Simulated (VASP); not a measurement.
# SiC (P-6m2) in VASP: a series of runs, part 2 of 2

VASP 6.6.1. Earlier steps stand in the parts before.

### 3 Single point, PBE

This run uses another cell than the first one, of 9.09 Å³/atom, 0.996 times its volume.

File INCAR:

```
PREC = Accurate
ENCUT = 520
EDIFF = 1E-6
ISMEAR = 0
SIGMA = 0.1
LREAL = False
LASPH = True
NELM = 100
ALGO = Normal
ISIF = 2
LWAVE = False
LCHARG = True
GGA = PE
LELF = True
LVHAR = True
NBANDS = 11
```

File KPOINTS:

```
Automatic mesh
0
Gamma
  6 6 6
```

File POSCAR:

```
SiC
1.0
    2.8643927455      0.0000000000      0.0000000000
   -1.4321963728      2.4806368841      0.0000000000
    0.0000000000      0.0000000000      2.5577936373
Si C
1 1
Direct
    0.3333333333      0.6666666667      0.5000000000
    0.6666666667      0.3333333333      0.0000000000
```

Potentials or basis: VASP PAW PBE potentials, release 64 (Si, C).

On the command line:

```bash
$ cat potpaw_PBE.64/Si/POTCAR potpaw_PBE.64/C/POTCAR > POTCAR
$ mpirun -np 1 vasp_std > vasp.out
```

OUTCAR:

```text
PREC = Accurate
   ENCUT = 520
   EDIFF = 1E-6
   ISMEAR = 0
   LREAL = False
   LASPH = True
   NELM = 100
   ISIF = 2
   GGA = PE

 ion  position               nearest neighbor table
   1  0.333  0.667  0.500-   2 2.09   2 2.09   2 2.09   2 2.09   2 2.09   2 2.09
   2  0.667  0.333  0.000-   1 2.09   1 2.09   1 2.09   1 2.09   1 2.09   1 2.09

  LATTYP: Found a hexagonal cell.
 ALAT       =     2.8643927455
 C/A-ratio  =     0.8929619171

  Lattice vectors:

 A1 = (   2.8643927455,   0.0000000000,   0.0000000000)
 A2 = (  -1.4321963728,   2.4806368841,   0.0000000000)
 A3 = (   0.0000000000,   0.0000000000,   2.5577936373)

Analysis of symmetry for initial positions (statically):
=====================================================================
 Subroutine PRICEL returns:
 Original cell was already a primitive cell.

 Routine SETGRP: Setting up the symmetry group for a
 hexagonal supercell.

 Subroutine GETGRP returns: Found 12 space group operations
 (whereof 12 operations were pure point group operations)
 out of a pool of 24 trial point group operations.

The static configuration has the point symmetry D_3h.

Analysis of symmetry for dynamics (positions and initial velocities):
=====================================================================
 Subroutine PRICEL returns:
 Original cell was already a primitive cell.

 Routine SETGRP: Setting up the symmetry group for a
 hexagonal supercell.

 Subroutine GETGRP returns: Found 12 space group operations
 (whereof 12 operations were pure point group operations)
 out of a pool of 24 trial point group operations.

The dynamic configuration has the point symmetry D_3h.

 Subroutine INISYM returns: Found 12 space group operations
 (whereof 12 operations are pure point group operations),
 and found     1 'primitive' translations

----------------------------------------------------------------------------------------

                                     Primitive cell

  volume of cell :      18.1744

  direct lattice vectors                    reciprocal lattice vectors
     2.864392746  0.000000000  0.000000000     0.349114137  0.201561141  0.000000000
    -1.432196373  2.480636884  0.000000000     0.000000000  0.403122281  0.000000000
     0.000000000  0.000000000  2.557793637     0.000000000  0.000000000  0.390961955

  length of vectors
     2.864392746  2.864392746  2.557793637     0.403122281  0.403122281  0.390961955

  position of ions in fractional coordinates (direct lattice)
     0.333333333  0.666666667  0.500000000
     0.666666667  0.333333333  0.000000000

  ion indices of the primitive-cell ions
   primitive index   ion index
                 1           1
                 2           2

----------------------------------------------------------------------------------------

 KPOINTS: Automatic mesh

Automatic generation of k-mesh.
 Grid dimensions read from file:
 generate k-points for:    6    6    6

 Generating k-lattice:

  Cartesian coordinates                     Fractional coordinates (reciprocal lattice)
     0.058185689  0.033593523  0.000000000     0.166666667 -0.000000000  0.000000000
     0.000000000  0.067187047  0.000000000     0.000000000  0.166666667  0.000000000
     0.000000000  0.000000000  0.065160326     0.000000000  0.000000000  0.166666667

  Length of vectors
     0.067187047  0.067187047  0.065160326

  Shift w.r.t. Gamma in fractional coordinates (k-lattice)
     0.000000000  0.000000000  0.000000000

 Subroutine IBZKPT returns following result:
 ===========================================

 Found     28 irreducible k-points:

 Following reciprocal coordinates:
            Coordinates               Weight
  0.000000  0.000000  0.000000      1.000000
  0.166667  0.000000  0.000000      6.000000
  0.333333 -0.000000  0.000000      6.000000
  0.500000  0.000000  0.000000      3.000000
  0.166667  0.166667  0.000000      6.000000
  0.333333  0.166667  0.000000     12.000000
[... 16 lines left out ...]
  0.166667  0.000000  0.500000      6.000000
  0.333333 -0.000000  0.500000      6.000000
 [... further k-points ...]
   k-points           NKPTS =     28   k-points in BZ     NKDIM =     28   number of bands    NBANDS=     11
   number of dos      NEDOS =    301   number of ions     NIONS =      2
   total plane-waves  NPLWV =  11520
   dimension x,y,z NGX =    24 NGY =   24 NGZ =   20
   dimension x,y,z NGXF=    48 NGYF=   48 NGZF=   40
   ions per type =               1   1
   NGX,Y,Z   is equivalent  to a cutoff of  13.93, 13.93, 13.00 a.u.
   NGXF,Y,Z  is equivalent  to a cutoff of  27.86, 27.86, 26.00 a.u.
 SYSTEM =  unknown system
   PREC   = accura    normal or accurate (medium, high low for compatibility)
   ISTART =      0    job   : 0-new  1-cont  2-samecut
   ICHARG =      2    charge: 1-file 2-atom 10-const
   ISPIN  =      1    spin polarized calculation?
   LNONCOLLINEAR =      F non collinear calculations
   LSORBIT =      F    spin-orbit coupling
   LASPH  =      T    aspherical Exc in radial PAW
   ENCUT  =  520.0 eV  38.22 Ry    6.18 a.u.   5.33  5.33  4.76*2*pi/ulx,y,z
   NELM   =    100;   NELMIN=  2; NELMDL= -5     # of ELM steps
   EDIFF  = 0.1E-05   stopping-criterion for ELM
   LREAL  =      F    real-space projection
   EDIFFG = 0.1E-04   stopping-criterion for IOM
   NSW    =      0    number of steps for IOM
   IBRION =     -1    ionic relax: 0-MD 1-quasi-New 2-CG
   NFREE  =      0    steps in history (QN), initial steepest desc. (CG)
   ISIF   =      2    stress and relaxation
   ISYM   =      2    0-nonsym 1-usesym 2-fastsym
   POTIM  = 0.5000    time-step for ionic-motion
   TEBEG  =    0.0;   TEEND  =   0.0 temperature during run
   PSTRESS=    0.0 pullay stress
   NELECT =       8.0000    total number of electrons
   NUPDOWN=      -1.0000    fix difference up-down
   EMIN   =  10.00;   EMAX   =-10.00  energy-range for DOS
   EFERMI =   0.00;   METHOD = LEGACY
   ISMEAR =     0;   SIGMA  =   0.10  broadening in eV -4-tet -1-fermi 0-gaus
   EFERMI_NEDOS =   21; number of points for ismear=-14 and -15
   IALGO  =     38    algorithm
   IMIX   =      4    mixing-type and parameters
     AMIX     =   0.40;   BMIX     =  1.00
     AMIX_MAG =   1.60;   BMIX_MAG =  1.00
  volume/ion in A,a.u.               =       9.09        61.32
  Fermi-wavevector in a.u.,A,eV,Ry     =   1.245330  2.353332 21.100547  1.550846
  Thomas-Fermi vector in A             =   2.379557
   LORBIT       =      0    0 simple, 1 ext, 2 COOP (PROOUT), +10 PAW based schemes
   GGA     = PE    functional components
   LHFCALC =     F    Hartree Fock is set to
   AEXX    =    0.0000 exact exchange contribution
   IVDW    =     0    specifies the selected vdW correction
   LEPSILON=     F    determine dielectric tensor
   LRPA    =     F    only Hartree local field effects (RPA)
 non-spin polarized calculation
 Gauss-broadening in eV      SIGMA  =   0.10
  energy-cutoff  :      520.00
  volume of cell :       18.17
 maximum number of plane-waves:       514
 NGX is ok and might be reduce to    24
   NGX = 11   NGY = 11   NGZ =  9

 number of electron       8.0000000 magnetization

 Free energy of the ion-electron system (eV)
  ---------------------------------------------------
  ext. energy  EPLUGINS =         0.00000000
  ---------------------------------------------------
  free energy    TOTEN  =       -12.43658158 eV

  energy without entropy =      -12.43029191  energy(sigma->0) =      -12.43343674

 E-fermi :  11.0727     XC(G=0): -12.2777

 val. band max:       10.8945205898   @ k =   0.1667   0.0000   0.3333
 cond. band min:      11.0870515044   @ k =   0.3333   0.1667   0.3333
 fundamental gap:      0.1925309146
 Fermi energy:        11.0726562067

 k-point     1 :       0.0000    0.0000    0.0000
  band No.  band energies     occupation
      1      -6.5609      2.00000
      2      10.1677      2.00000
      3      10.1677      2.00000
      4      10.4418      2.00000
      5      15.0808      0.00000
      6      16.7169      0.00000
      7      17.5918      0.00000
      8      17.5918      0.00000
      9      24.6882      0.00000
     10      26.6002      0.00000
     11      29.8998      0.00000
[... 309 lines left out ...]
 k-point    24 :       0.3333   -0.0000    0.5000
  band No.  band energies     occupation
      1      -0.1445      2.00000
      2       1.5350      2.00000
      3       6.4723      2.00000
      4       9.9032      2.00000
      5      10.7866      1.99995
      6      16.5601      0.00000
      7      18.0901      0.00000
      8      18.2950      0.00000
      9      26.0604      0.00000
     10      29.2161      0.00000
     11      29.4273      0.00000

 [... further k-points ...]
[... 5 lines left out ...]
  --------------------------------------------------------------------------------------
  -------------------------------------------------------------------------------------
  Total        0.0081981      0.0081981      0.0208707     -0.0000000     -0.0000000      0.0000000
  in kB        0.7227097      0.7227097      1.8398697     -0.0000000     -0.0000000      0.0000000
  external PRESSURE =       1.0950963 kB  Pullay stress =       0.0000000 kB

 VOLUME and BASIS-vectors are now :
 -----------------------------------------------------------------------------
  energy-cutoff  :      520.00
  volume of cell :       18.17
      direct lattice vectors                 reciprocal lattice vectors
     2.864392746  0.000000000  0.000000000     0.349114137  0.201561141  0.000000000
    -1.432196373  2.480636884  0.000000000     0.000000000  0.403122281  0.000000000
     0.000000000  0.000000000  2.557793637     0.000000000  0.000000000  0.390961955

 POSITION                                       TOTAL-FORCE (eV/Angst)
 -----------------------------------------------------------------------------------
     -0.00000      1.65376      1.27890        -0.000000      0.000000      0.000000
      1.43220      0.82688      0.00000         0.000000      0.000000      0.000000
 -----------------------------------------------------------------------------------
    total drift:                               -0.000000      0.000000      0.000000

  FREE ENERGIE OF THE ION-ELECTRON SYSTEM (eV)
  ---------------------------------------------------
  free  energy   TOTEN  =       -12.4365815817 eV

  energy  without entropy=      -12.4302919061  energy(sigma->0) =      -12.43343674
```

OSZICAR:

```text
N       E                     dE             d eps       ncg     rms          rms(c)
DAV:   1     0.680387110831E+01    0.68039E+01   -0.41025E+03   616   0.646E+02
DAV:   2    -0.129841379960E+02   -0.19788E+02   -0.18945E+02   769   0.117E+02
DAV:   3    -0.135207572419E+02   -0.53662E+00   -0.52935E+00   773   0.153E+01
DAV:   4    -0.135226145143E+02   -0.18573E-02   -0.18568E-02   675   0.102E+00
DAV:   5    -0.135226204059E+02   -0.58916E-05   -0.58902E-05   789   0.563E-02    0.705E+00
DAV:   6    -0.124481708639E+02    0.10744E+01   -0.38277E+00   649   0.872E+00    0.299E+00
DAV:   7    -0.124410632837E+02    0.71076E-02   -0.14086E-01   735   0.246E+00    0.137E+00
DAV:   8    -0.124365503616E+02    0.45129E-02   -0.61229E-03   661   0.547E-01    0.190E-01
DAV:   9    -0.124365588324E+02   -0.84708E-05   -0.43720E-04   788   0.153E-01    0.101E-01
DAV:  10    -0.124365824722E+02   -0.23640E-04   -0.55762E-05   722   0.484E-02    0.753E-03
DAV:  11    -0.124365815817E+02    0.89055E-06   -0.82894E-06   739   0.148E-02
   1 F= -.12436582E+02 E0= -.12433437E+02  d E =-.628968E-02
```

Run time: 7.1 s. Hardware: 1 thread of AMD EPYC 7R43 (Zen 3), shared host; peak memory 0.1 GiB.

What came out:

- Free energy: -12.4366 eV
- Pressure: 0.1 GPa
- Band gap on the k mesh: zero (band 4 reaches 12.64 eV, above the bottom of band 5 at 8.82 eV)

Stress tensor (GPa, compression positive):
```
0.07 0.00 0.00
0.00 0.07 0.00
0.00 0.00 0.18
```

Caveat: the k points lie up to 0.42 Å⁻¹ apart.

### 4 Single point, PBE

This run uses another cell than the first one, of 14.01 Å³/atom, 1.535 times its volume.

File INCAR:

```
PREC = Accurate ; ENCUT = 520
EDIFF = 1E-6 ; ISMEAR = 0
SIGMA = 0.1 ; LREAL = F
LASPH = T ; NELM = 60
ALGO = Normal ; ISIF = 2
LWAVE = F ; LCHARG = F
GGA = PE ; NBANDS = 11
```

File KPOINTS:

```
regular mesh
0
Gamma
  6 6 4
```

File POSCAR:

```
SiC
1.0
    2.7366218500      0.0000000000      0.0000000000
   -1.3683109300      2.3699840400      0.0000000000
    0.0000000000      0.0000000000      4.3187220500
Si C
1 1
Direct
    0.3333333300      0.6666666700      0.5000000000
    0.6666666700      0.3333333300      0.0000000000
```

Potentials or basis: VASP PAW PBE potentials, release 64 (Si, C).

On the command line:

```bash
$ cat potpaw_PBE.64/Si/POTCAR potpaw_PBE.64/C/POTCAR > POTCAR
$ mpirun -np 1 vasp_std > vasp.out
```

OUTCAR:

```text
PREC = Accurate
   ENCUT = 520
   EDIFF = 1E-6
   ISMEAR = 0
   LREAL = F
   LASPH = T
   NELM = 60
   ISIF = 2
   GGA = PE

 ion  position               nearest neighbor table
   1  0.333  0.667  0.500-
   2  0.667  0.333  0.000-

  LATTYP: Found a hexagonal cell.
 ALAT       =     2.7366218500
 C/A-ratio  =     1.5781215991

  Lattice vectors:

 A1 = (   2.7366218500,   0.0000000000,   0.0000000000)
[... 472 lines left out ...]
     11      20.7225      0.00000

------------------------ aborting loop because EDIFF is reached ----------------------------------------

  FORCE on cell =-STRESS in cart. coord.  units (eV):
  Direction    XX          YY          ZZ          XY          YZ          ZX
  --------------------------------------------------------------------------------------
  -------------------------------------------------------------------------------------
  Total       -2.6898914     -2.6898913     -5.7040357      0.0000000      0.0000000     -0.0000000
  in kB     -153.8614623   -153.8614620   -326.2701560      0.0000003      0.0000000     -0.0000000
  external PRESSURE =    -211.3310268 kB  Pullay stress =       0.0000000 kB

 VOLUME and BASIS-vectors are now :
 -----------------------------------------------------------------------------
  energy-cutoff  :      520.00
  volume of cell :       28.01
      direct lattice vectors                 reciprocal lattice vectors
     2.736621850  0.000000000  0.000000000     0.365414023  0.210971886  0.000000000
    -1.368310930  2.369984040  0.000000000     0.000000000  0.421943770  0.000000000
     0.000000000  0.000000000  4.318722050     0.000000000  0.000000000  0.231549979

 POSITION                                       TOTAL-FORCE (eV/Angst)
 -----------------------------------------------------------------------------------
     -0.00000      1.57999      2.15936        -0.000000      0.000000      0.000000
      1.36831      0.78999      0.00000         0.000000     -0.000000      0.000000
 -----------------------------------------------------------------------------------
    total drift:                               -0.000003      0.000002     -0.000000

  FREE ENERGIE OF THE ION-ELECTRON SYSTEM (eV)
  ---------------------------------------------------
  free  energy   TOTEN  =        -9.3905216145 eV

  energy  without entropy=       -9.3870521021  energy(sigma->0) =       -9.38878686
```

OSZICAR:

```text
N       E                     dE             d eps       ncg     rms          rms(c)
DAV:   1     0.738709266081E+01    0.73871E+01   -0.36483E+03   462   0.615E+02
DAV:   2    -0.888941410274E+01   -0.16277E+02   -0.15789E+02   619   0.915E+01
DAV:   3    -0.946879846321E+01   -0.57938E+00   -0.57550E+00   572   0.147E+01
DAV:   4    -0.947213498347E+01   -0.33365E-02   -0.33360E-02   558   0.130E+00
DAV:   5    -0.947215126329E+01   -0.16280E-04   -0.16280E-04   563   0.925E-02    0.235E+00
DAV:   6    -0.940554459634E+01    0.66607E-01   -0.41290E-01   522   0.206E+00    0.134E+00
DAV:   7    -0.939464927346E+01    0.10895E-01   -0.30624E-02   525   0.874E-01    0.646E-01
DAV:   8    -0.939051282809E+01    0.41364E-02   -0.10115E-02   510   0.566E-01    0.110E-01
DAV:   9    -0.939051144958E+01    0.13785E-05   -0.35630E-04   595   0.994E-02    0.612E-02
DAV:  10    -0.939052248155E+01   -0.11032E-04   -0.42393E-05   519   0.388E-02    0.548E-03
DAV:  11    -0.939052161450E+01    0.86705E-06   -0.13126E-06   446   0.759E-03
   1 F= -.93905216E+01 E0= -.93887869E+01  d E =-.346951E-02
```

stdout:

```text
POSCAR found type information on POSCAR SiC
 POSCAR found :  2 types and       2 ions
 scaLAPACK will be used
 LDA part: xc-table for (Slater+PW92), standard interpolation
 POSCAR, INCAR and KPOINTS ok, starting setup
 FFT: planning ... GRIDC
 FFT: planning ... GRID_SOFT
 FFT: planning ... GRID
 WAVECAR not read
 entering main loop
```

Run time: 7.4 s. Hardware: 1 thread of AMD EPYC 7R43 (Zen 3), shared host; peak memory 0.09 GiB.

Results:

```yaml
Free_energy: -9.3905 eV
Pressure: -21.1 GPa
Band_gap_on_the_k_mesh: zero (band 4 reaches 9.15 eV, above the bottom of band 5 at 3.42 eV)
```

Stress tensor (GPa, compression positive):
```
-15.39   0.00   0.00
  0.00 -15.39   0.00
  0.00   0.00 -32.63
```

Caveat: the k points lie up to 0.44 Å⁻¹ apart.

### 5 Relaxation of cell and atoms, PBE

File INCAR:

```
ALGO = Normal
EDIFF = 1E-6
EDIFFG = -0.04
ENCUT = 600
GGA = PE
IBRION = 2
ISIF = 3
ISMEAR = 0
LASPH = T
LCHARG = F
LREAL = F
LWAVE = F
NELM = 80
NSW = 90
PREC = Accurate
SIGMA = 0.1
```

File KPOINTS:

```
k-points
0
Gamma
  6 6 6
```

File POSCAR:

```
SiC
1.0
    2.9050507638      0.0000000000      0.0000000000
   -1.4525253819      2.5158477607      0.0000000000
    0.0000000000      0.0000000000      2.4959908799
Si C
1 1
Direct
    0.3333333333      0.6666666667      0.5000000000
    0.6666666667      0.3333333333      0.0000000000
```

On the command line:

```bash
$ cat potpaw_PBE.64/Si/POTCAR potpaw_PBE.64/C/POTCAR > POTCAR
$ mpirun -np 1 vasp_std > vasp.out
```

Run time: 29 s. Hardware: 1 thread of AMD EPYC 7R43 (Zen 3), shared host; peak memory 0.09 GiB.

It converged, with:

```yaml
Free_energy: -12.4377 eV
Relaxed_volume: 9.09 Å³/atom
Relaxed_cell: a = 2.864 Å, b = 2.864 Å, c = 2.558 Å, α = 90.00°, β = 90.00°, γ = 120.00°
Space_group_after_relaxing_to_0.05_Å: P-6m2 (No. 187)
Energy_gained_by_relaxing: 23.3 meV/atom
Ionic_steps: 9
Pressure_after_relaxing: 0.0 GPa
Band_gap_on_the_k_mesh: zero (band 4 reaches 12.64 eV, above the bottom of band 5 at 8.82 eV)
```

Step by step:
```
step  energy change (eV)  largest force (eV/Å)  pressure (GPa)  volume (Å³)
   1              0.0000                0.0000            1.44        18.24
   2             -0.0296                0.0000           -1.98        18.43
   3             -0.0445                0.0000           -2.13        18.36
   4             -0.0454                0.0000           -1.89        18.35
   5             -0.0454                0.0000           -1.93        18.35
   6             -0.0462                0.0000            0.85        18.09
   7             -0.0465                0.0000           -0.13        18.18
   8             -0.0465                0.0000            0.18        18.16
   9             -0.0465                0.0000            0.01        18.17
```

Final structure:
```
Si C
1.0
     2.86407    0.00000    0.00000
    -1.43203    2.48035    0.00000
     0.00000    0.00000    2.55784
Si C
1 1
Direct
  0.33333 0.66667 0.50000
  0.66667 0.33333 0.00000
```

Levels at points of the mesh, in eV from the Fermi level:
```
           k point  band 1  band 2  band 3  band 4  band 5  band 6  band 7  band 8
(0.00, 0.00, 0.00)  -17.64   -0.90   -0.90   -0.63    4.01    5.65    6.52    6.52
(0.50, 0.00, 0.00)  -13.49  -10.95   -3.37    1.27    1.65    9.02    9.66   10.04
(0.00, 0.00, 0.50)  -13.26  -11.79    1.23    1.23    7.80    7.80    8.80    8.80
(0.50, 0.00, 0.50)   -9.60   -7.97   -7.05   -3.81   -0.68    4.95    6.49    6.72
```

Caveat: the k points lie up to 0.42 Å⁻¹ apart in the final cell.

### 6 Overview

| task | cell | k mesh | cutoff (eV) | gap on the mesh (eV) | pressure (GPa) |
| --- | --- | --- | --- | --- | --- |
| single point | a = 2.905, b = 2.905, c = 2.496 Å, angles 90.0, 90.0, 120.0°, 2 atoms | 6 × 6 × 4 | 520 | none | 0.2 |
| single point | a = 2.864, b = 2.864, c = 2.558 Å, angles 90.0, 90.0, 120.0°, 2 atoms | 6 × 6 × 6 | 520 | none | 0.1 |
| single point | a = 2.737, b = 2.737, c = 4.319 Å, angles 90.0, 90.0, 120.0°, 2 atoms | 6 × 6 × 4 | 520 | none | -21.1 |
| relaxation of cell and atoms | relaxed from a = 2.905, b = 2.905, c = 2.496 Å, angles 90.0, 90.0, 120.0°, 2 atoms | 6 × 6 × 6 | 600 | none | 0.0 |

Alike in all rows: level PBE; potentials or basis VASP PAW PBE potentials, release 64 (Si, C); no spin polarisation; smearing gaussian 0.1 eV.

Caveats: all runs use coarse meshes.

Total energies depend on the potentials used, so only differences within one code and one set of settings carry meaning.
